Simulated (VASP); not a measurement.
# Ti2Si3 (P4mm) in VASP: notebook

The runs below take Ti2Si3 through single point, relaxation of cell and atoms, with PBE.

Program: VASP 6.6.1. These are calculated values, not measurements. Logs are shortened: lines on timing, memory, paths and dates and some standing lists are left out, and cuts for length are marked.

**1. The cell of the first run**

Symmetry: P4mm, No. 99, tetragonal system. Conventional cell: a = 4.104 Å, b = 4.104 Å, c = 5.374 Å, α = 90.00°, β = 90.00°, γ = 90.00°. Ti (site symmetry 2mm) has 4 Si at 2.53 to 2.81 Å and 4 Ti at 2.90 Å within 3.3 Å. Si (site symmetry 4mm) has 4 Si at 2.45 Å and 4 Ti at 2.53 Å within 3.2 Å. Within 3.2 Å of Si (site symmetry 2mm) lie 6 Si at 2.45 to 2.90 Å and 2 Ti at 2.56 to 2.81 Å.

**2. Single point, PBE**

Input file INCAR:

```
SYSTEM = Ti2Si3
PREC = Accurate
ENCUT = 520
EDIFF = 1E-6
ISMEAR = 0
SIGMA = 0.1
LREAL = .FALSE.
LASPH = .TRUE.
NELM = 60
ALGO = Normal
ISIF = 2
LWAVE = .FALSE.
LCHARG = .FALSE.
GGA = PE
NBANDS = 26
```

Input file KPOINTS:

```
Automatic mesh
0
G
  4 4 4
  0 0 0
```

Input file POSCAR:

```
Ti2Si3
1.0
    4.1041525018      0.0000000000      0.0000000000
    0.0000000000      4.1041525018      0.0000000000
    0.0000000000      0.0000000000      5.3741598433
Ti Si
2 3
Direct
    0.0000000000      0.5000000000      0.1630338925
    0.5000000000      0.0000000000      0.1630338925
    0.0000000000      0.0000000000      0.4377380207
    0.0000000000      0.5000000000      0.6867631972
    0.5000000000      0.0000000000      0.6867631972
```

Potentials or basis: VASP PAW PBE potentials, release 64 (Ti_sv, Si).

On the command line:

```sh
> cat potpaw_PBE.64/Ti_sv/POTCAR potpaw_PBE.64/Si/POTCAR > POTCAR
> mpirun -np 1 vasp_std > vasp.out
```

OUTCAR:

```text
SYSTEM = Ti2Si3
   PREC = Accurate
   ENCUT = 520
   EDIFF = 1E-6
   ISMEAR = 0
   LREAL = .FALSE.
   LASPH = .TRUE.
   NELM = 60
   ISIF = 2
   GGA = PE

 ion  position               nearest neighbor table
   1  0.000  0.500  0.163-   3 2.53   3 2.53   4 2.56   4 2.81   2 2.90   2 2.90   2 2.90   2 2.90

   2  0.500  0.000  0.163-   3 2.53   3 2.53   5 2.56   5 2.81   1 2.90   1 2.90   1 2.90   1 2.90

   3  0.000  0.000  0.438-   4 2.45   5 2.45   4 2.45   5 2.45   1 2.53   1 2.53   2 2.53   2 2.53

   4  0.000  0.500  0.687-   3 2.45   3 2.45   1 2.56   1 2.81   5 2.90   5 2.90   5 2.90   5 2.90

   5  0.500  0.000  0.687-   3 2.45   3 2.45   2 2.56   2 2.81   4 2.90   4 2.90   4 2.90   4 2.90

  LATTYP: Found a simple tetragonal cell.
 ALAT       =     4.1041525018
 C/A-ratio  =     1.3094444812

  Lattice vectors:

 A1 = (   4.1041525018,   0.0000000000,   0.0000000000)
 A2 = (   0.0000000000,   4.1041525018,   0.0000000000)
 A3 = (   0.0000000000,   0.0000000000,   5.3741598433)

Analysis of symmetry for initial positions (statically):
=====================================================================
 Subroutine PRICEL returns:
 Original cell was already a primitive cell.

 Routine SETGRP: Setting up the symmetry group for a
 simple tetragonal supercell.

 Subroutine GETGRP returns: Found  8 space group operations
 (whereof  8 operations were pure point group operations)
 out of a pool of 16 trial point group operations.

The static configuration has the point symmetry C_4v.

Analysis of symmetry for dynamics (positions and initial velocities):
=====================================================================
 Subroutine PRICEL returns:
 Original cell was already a primitive cell.

 Routine SETGRP: Setting up the symmetry group for a
 simple tetragonal supercell.

 Subroutine GETGRP returns: Found  8 space group operations
 (whereof  8 operations were pure point group operations)
 out of a pool of 16 trial point group operations.

The dynamic configuration has the point symmetry C_4v.

 Subroutine INISYM returns: Found  8 space group operations
 (whereof  8 operations are pure point group operations),
 and found     1 'primitive' translations

----------------------------------------------------------------------------------------

                                     Primitive cell

  volume of cell :      90.5227

  direct lattice vectors                    reciprocal lattice vectors
     4.104152502  0.000000000  0.000000000     0.243655663  0.000000000  0.000000000
     0.000000000  4.104152502  0.000000000     0.000000000  0.243655663  0.000000000
     0.000000000  0.000000000  5.374159843     0.000000000  0.000000000  0.186075597

  length of vectors
     4.104152502  4.104152502  5.374159843     0.243655663  0.243655663  0.186075597

  position of ions in fractional coordinates (direct lattice)
     0.000000000  0.500000000  0.163033893
     0.500000000  0.000000000  0.163033893
     0.000000000  0.000000000  0.437738021
     0.000000000  0.500000000  0.686763197
     0.500000000  0.000000000  0.686763197

  ion indices of the primitive-cell ions
   primitive index   ion index
                 1           1
                 2           2
                 3           3
                 4           4
                 5           5

----------------------------------------------------------------------------------------

 KPOINTS: Automatic mesh

Automatic generation of k-mesh.
 Grid dimensions read from file:
 generate k-points for:    4    4    4

 Generating k-lattice:

  Cartesian coordinates                     Fractional coordinates (reciprocal lattice)
     0.060913916  0.000000000  0.000000000     0.250000000  0.000000000  0.000000000
     0.000000000  0.060913916  0.000000000     0.000000000  0.250000000  0.000000000
     0.000000000  0.000000000  0.046518899     0.000000000  0.000000000  0.250000000

  Length of vectors
     0.060913916  0.060913916  0.046518899

  Shift w.r.t. Gamma in fractional coordinates (k-lattice)
     0.000000000  0.000000000  0.000000000

 Subroutine IBZKPT returns following result:
 ===========================================

 Found     18 irreducible k-points:

 Following reciprocal coordinates:
            Coordinates               Weight
  0.000000  0.000000  0.000000      1.000000
  0.250000  0.000000  0.000000      4.000000
  0.500000  0.000000  0.000000      2.000000
  0.250000  0.250000  0.000000      4.000000
  0.500000  0.250000  0.000000      4.000000
  0.500000  0.500000  0.000000      1.000000
[... 10 lines left out ...]
  0.500000  0.250000  0.500000      4.000000
  0.500000  0.500000  0.500000      1.000000
   k-points           NKPTS =     18   k-points in BZ     NKDIM =     18   number of bands    NBANDS=     26
   number of dos      NEDOS =    301   number of ions     NIONS =      5
   total plane-waves  NPLWV =  40960
   dimension x,y,z NGX =    32 NGY =   32 NGZ =   40
   dimension x,y,z NGXF=    64 NGYF=   64 NGZF=   80
   ions per type =               2   3
   NGX,Y,Z   is equivalent  to a cutoff of  12.96, 12.96, 12.37 a.u.
   NGXF,Y,Z  is equivalent  to a cutoff of  25.92, 25.92, 24.75 a.u.
 SYSTEM =  Ti2Si3
   PREC   = accura    normal or accurate (medium, high low for compatibility)
   ISTART =      0    job   : 0-new  1-cont  2-samecut
   ICHARG =      2    charge: 1-file 2-atom 10-const
   ISPIN  =      1    spin polarized calculation?
   LNONCOLLINEAR =      F non collinear calculations
   LSORBIT =      F    spin-orbit coupling
   LASPH  =      T    aspherical Exc in radial PAW
   ENCUT  =  520.0 eV  38.22 Ry    6.18 a.u.   7.63  7.63  9.99*2*pi/ulx,y,z
   NELM   =     60;   NELMIN=  2; NELMDL= -5     # of ELM steps
   EDIFF  = 0.1E-05   stopping-criterion for ELM
   LREAL  =      F    real-space projection
   EDIFFG = 0.1E-04   stopping-criterion for IOM
   NSW    =      0    number of steps for IOM
   IBRION =     -1    ionic relax: 0-MD 1-quasi-New 2-CG
   NFREE  =      0    steps in history (QN), initial steepest desc. (CG)
   ISIF   =      2    stress and relaxation
   ISYM   =      2    0-nonsym 1-usesym 2-fastsym
   POTIM  = 0.5000    time-step for ionic-motion
   TEBEG  =    0.0;   TEEND  =   0.0 temperature during run
   PSTRESS=    0.0 pullay stress
   NELECT =      36.0000    total number of electrons
   NUPDOWN=      -1.0000    fix difference up-down
   EMIN   =  10.00;   EMAX   =-10.00  energy-range for DOS
   EFERMI =   0.00;   METHOD = LEGACY
   ISMEAR =     0;   SIGMA  =   0.10  broadening in eV -4-tet -1-fermi 0-gaus
   EFERMI_NEDOS =   21; number of points for ismear=-14 and -15
   IALGO  =     38    algorithm
   IMIX   =      4    mixing-type and parameters
     AMIX     =   0.40;   BMIX     =  1.00
     AMIX_MAG =   1.60;   BMIX_MAG =  1.00
  volume/ion in A,a.u.               =      18.10       122.18
  Fermi-wavevector in a.u.,A,eV,Ry     =   1.203898  2.275038 19.719892  1.449371
  Thomas-Fermi vector in A             =   2.339639
   LORBIT       =      0    0 simple, 1 ext, 2 COOP (PROOUT), +10 PAW based schemes
   GGA     = PE    functional components
   LHFCALC =     F    Hartree Fock is set to
   AEXX    =    0.0000 exact exchange contribution
   IVDW    =     0    specifies the selected vdW correction
   LEPSILON=     F    determine dielectric tensor
   LRPA    =     F    only Hartree local field effects (RPA)
 non-spin polarized calculation
 Gauss-broadening in eV      SIGMA  =   0.10
  energy-cutoff  :      520.00
  volume of cell :       90.52
 maximum number of plane-waves:      2456
 NGX is ok and might be reduce to    32
   NGX = 15   NGY = 15   NGZ = 19

 number of electron      36.0000011 magnetization

 Free energy of the ion-electron system (eV)
  ---------------------------------------------------
  ext. energy  EPLUGINS =         0.00000000
  ---------------------------------------------------
  free energy    TOTEN  =       -30.23691982 eV

  energy without entropy =      -30.20352694  energy(sigma->0) =      -30.22022338

 E-fermi :   7.4103     XC(G=0): -10.5035

 val. band max:        7.3970373876   @ k =   0.5000   0.5000   0.5000
 cond. band min:       7.4278220788   @ k =   0.2500   0.0000   0.2500
 fundamental gap:      0.0307846912
 Fermi energy:         7.4103309548

 k-point     1 :       0.0000    0.0000    0.0000
  band No.  band energies     occupation
      1     -49.3815      2.00000
      2     -49.2982      2.00000
      3     -25.7642      2.00000
      4     -25.7642      2.00000
      5     -25.7156      2.00000
      6     -25.6300      2.00000
[... 18 lines left out ...]
     25      10.3256      0.00000
     26      11.3848      0.00000

 k-point     2 :       0.2500    0.0000    0.0000
  band No.  band energies     occupation
      1     -49.3692      2.00000
      2     -49.3103      2.00000
      3     -25.7260      2.00000
      4     -25.7200      2.00000
      5     -25.7024      2.00000
      6     -25.6419      2.00000
[... 18 lines left out ...]
     25       9.6377      0.00000
     26       9.7686      0.00000

 k-point     3 :       0.5000    0.0000    0.0000
  band No.  band energies     occupation
      1     -49.3397      2.00000
      2     -49.3396      2.00000
      3     -25.6748      2.00000
      4     -25.6716      2.00000
      5     -25.6501      2.00000
      6     -25.6401      2.00000
[... 18 lines left out ...]
     25       8.9182      0.00000
     26       9.1079      0.00000

 k-point     4 :       0.2500    0.2500    0.0000
  band No.  band energies     occupation
      1     -49.3604      2.00000
      2     -49.3187      2.00000
      3     -25.7966      2.00000
      4     -25.6933      2.00000
      5     -25.6506      2.00000
      6     -25.6163      2.00000
[... 18 lines left out ...]
     25       9.5717      0.00000
     26      10.3756      0.00000
[... 322 lines left out ...]
      1     -49.3604      2.00000
      2     -49.3187      2.00000
      3     -25.7965      2.00000
      4     -25.6944      2.00000
      5     -25.6515      2.00000
      6     -25.6163      2.00000
[... 18 lines left out ...]
     25       9.8677      0.00000
     26      10.7382      0.00000

 k-point    17 :       0.5000    0.2500    0.5000
  band No.  band energies     occupation
      1     -49.3394      2.00000
      2     -49.3393      2.00000
      3     -25.7962      2.00000
      4     -25.7049      2.00000
      5     -25.6724      2.00000
      6     -25.6721      2.00000
[... 18 lines left out ...]
     25      10.7049      0.00000
     26      11.2172      0.00000

 k-point    18 :       0.5000    0.5000    0.5000
  band No.  band energies     occupation
      1     -49.3391      2.00000
      2     -49.3391      2.00000
      3     -25.8588      2.00000
      4     -25.7624      2.00000
      5     -25.6717      2.00000
      6     -25.6717      2.00000
[... 18 lines left out ...]
     25      11.3787      0.00000
     26      11.3796      0.00000

------------------------ aborting loop because EDIFF is reached ----------------------------------------

  FORCE on cell =-STRESS in cart. coord.  units (eV):
  Direction    XX          YY          ZZ          XY          YZ          ZX
  --------------------------------------------------------------------------------------
  -------------------------------------------------------------------------------------
  Total       -0.0299921     -0.0299921     -0.0481067      0.0000000     -0.0000000      0.0000000
  in kB       -0.5308350     -0.5308350     -0.8514498      0.0000000     -0.0000000      0.0000000
  external PRESSURE =      -0.6377066 kB  Pullay stress =       0.0000000 kB

 VOLUME and BASIS-vectors are now :
 -----------------------------------------------------------------------------
  energy-cutoff  :      520.00
  volume of cell :       90.52
      direct lattice vectors                 reciprocal lattice vectors
     4.104152502  0.000000000  0.000000000     0.243655663  0.000000000  0.000000000
     0.000000000  4.104152502  0.000000000     0.000000000  0.243655663  0.000000000
     0.000000000  0.000000000  5.374159843     0.000000000  0.000000000  0.186075597

 POSITION                                       TOTAL-FORCE (eV/Angst)
 -----------------------------------------------------------------------------------
      0.00000      2.05208      0.87617        -0.000000      0.000000     -0.016787
      2.05208      0.00000      0.87617        -0.000000      0.000000     -0.016787
      0.00000      0.00000      2.35247        -0.000000     -0.000000      0.039329
      0.00000      2.05208      3.69078        -0.000000      0.000000     -0.002877
      2.05208      0.00000      3.69078         0.000000     -0.000000     -0.002877
 -----------------------------------------------------------------------------------
    total drift:                                0.000000      0.000000     -0.000124

  FREE ENERGIE OF THE ION-ELECTRON SYSTEM (eV)
  ---------------------------------------------------
  free  energy   TOTEN  =       -30.2369198246 eV

  energy  without entropy=      -30.2035269432  energy(sigma->0) =      -30.22022338
```

It took 31 s on 1 thread of AMD EPYC 9R14 (Zen 4), shared host; peak memory 0.17 GiB.

Results:

```yaml
Free_energy: -30.2369 eV
Pressure: -0.1 GPa
Largest_force: 0.039 eV/Å
Band_gap_on_the_k_mesh: zero (band 18 reaches 7.58 eV, above the bottom of band 19 at 6.82 eV)
```

Forces on the atoms (eV/Å):
```
Ti   0.000  0.000 -0.017
Ti   0.000  0.000 -0.017
Si   0.000  0.000  0.039
Si   0.000  0.000 -0.003
Si   0.000  0.000 -0.003
```

Caveat: the k points lie up to 0.38 Å⁻¹ apart.

**3. Single point, PBE**

This run uses another cell than the first one, of 18.30 Å³/atom, 1.011 times its volume.

Input file INCAR:

```
SYSTEM = Ti2Si3
ALGO = Normal
EDIFF = 1E-7
ENCUT = 520
GGA = PE
ISIF = 2
ISMEAR = 0
LASPH = .True.
LCHARG = .True.
LELF = .True.
LREAL = .False.
LVHAR = .True.
LWAVE = .False.
NBANDS = 26
NELM = 60
PREC = Accurate
SIGMA = 0.1
```

Input file KPOINTS:

```
k-points
0
Gamma
  4 4 4
  0 0 0
```

Input file POSCAR:

```
Ti2Si3
1.0
    4.1790537100      0.0000000000      0.0000000000
    0.0000000000      4.1790537100      0.0000000000
    0.0000000000      0.0000000000      5.2385415900
Ti Si
2 3
Direct
    0.0000000000      0.5000000000      0.1554691400
    0.5000000000      0.0000000000      0.1554691400
    0.0000000000      0.0000000000      0.3556799400
    0.0000000000      0.5000000000      0.7353569900
    0.5000000000      0.0000000000      0.7353569900
```

Potentials or basis: VASP PAW PBE potentials, release 64 (Ti_sv, Si).

On the command line:

```sh
> cat potpaw_PBE.64/Ti_sv/POTCAR potpaw_PBE.64/Si/POTCAR > POTCAR
> mpirun -np 1 vasp_std > vasp.out
```

It took 37 s on 1 thread of AMD EPYC 9R14 (Zen 4), shared host; peak memory 0.17 GiB.

The run converged. Its results:

```yaml
Free_energy: -27.9278 eV
Pressure: 10.4 GPa
Largest_force: 4.444 eV/Å
Band_gap_on_the_k_mesh: zero (band 18 reaches 7.07 eV, above the bottom of band 19 at 6.35 eV)
```

Forces on the atoms (eV/Å):
```
Ti   0.000  0.000  2.504
Ti   0.000  0.000  2.504
Si   0.000  0.000  3.880
Si   0.000  0.000 -4.444
Si   0.000  0.000 -4.444
```

Stress tensor (GPa, compression positive):
```
 5.04  0.00  0.00
 0.00  5.04  0.00
 0.00  0.00 21.16
```

Levels at points of the mesh, in eV from the Fermi level:
```tsv
k point	band 15	band 16	band 17	band 18	band 19	band 20	band 21	band 22
(0.00, 0.00, 0.00)	-1.48	-1.48	-1.45	-0.77	0.74	1.49	1.76	1.76
(0.50, 0.00, 0.00)	-1.02	-0.50	-0.45	-0.32	0.02	0.68	0.80	1.46
(0.50, 0.50, 0.00)	-2.21	-1.17	-0.86	-0.62	-0.62	1.25	1.25	1.66
(0.00, 0.00, 0.50)	-1.25	-1.00	-0.73	-0.03	-0.03	0.79	1.81	1.81
(0.50, 0.00, 0.50)	-0.88	-0.62	-0.58	-0.24	-0.06	0.45	0.46	1.71
(0.50, 0.50, 0.50)	-3.83	-0.94	-0.94	0.09	0.34	1.36	1.36	1.51
```

Caveat: the k points lie up to 0.38 Å⁻¹ apart; forces of over 1 eV/Å act on the atoms, so gaps and moduli don't describe the material at rest.

(Part 1 of 2 ends here.)
